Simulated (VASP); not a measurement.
A run of VASP 6.6.1:

INCAR

```
ALGO = Normal
EDIFF = 1E-6
ENCUT = 520
GGA = PE
ISIF = 2
ISMEAR = -1
LASPH = True
LCHARG = False
LREAL = False
LWAVE = False
NBANDS = 15
NELM = 100
PREC = Accurate
SIGMA = 0.05
```

File KPOINTS:

```
k-points
0
Gamma
  10 10 8
```

The input POSCAR:

```
HfB2
1.0
    3.1813205280      0.0000000000      0.0000000000
   -1.5906602640      2.7551043948      0.0000000000
    0.0000000000      0.0000000000      3.5257947253
Hf B
1 2
Direct
    0.0000000000      0.0000000000      0.0000000000
    0.6666666667      0.3333333333      0.5000000000
    0.3333333333      0.6666666667      0.5000000000
```

Potentials or basis: VASP PAW PBE potentials, release 64 (Hf_pv, B).

The run is started by

```bash
$ cat potpaw_PBE.64/Hf_pv/POTCAR potpaw_PBE.64/B/POTCAR > POTCAR
$ mpirun -np 1 vasp_std > vasp.out
```

Hardware: 1 thread of Intel(R) Xeon(R) Platinum 8259CL CPU @ 2.50GHz (Skylake/Cascade Lake) (shared host).

Problem. How long does it take, and how much memory?

Solution. It took 21 s on 1 thread of Intel(R) Xeon(R) Platinum 8259CL CPU @ 2.50GHz (Skylake/Cascade Lake) (shared host), peak memory 0.16 GiB. Counts: scf iterations 13, k points 70.
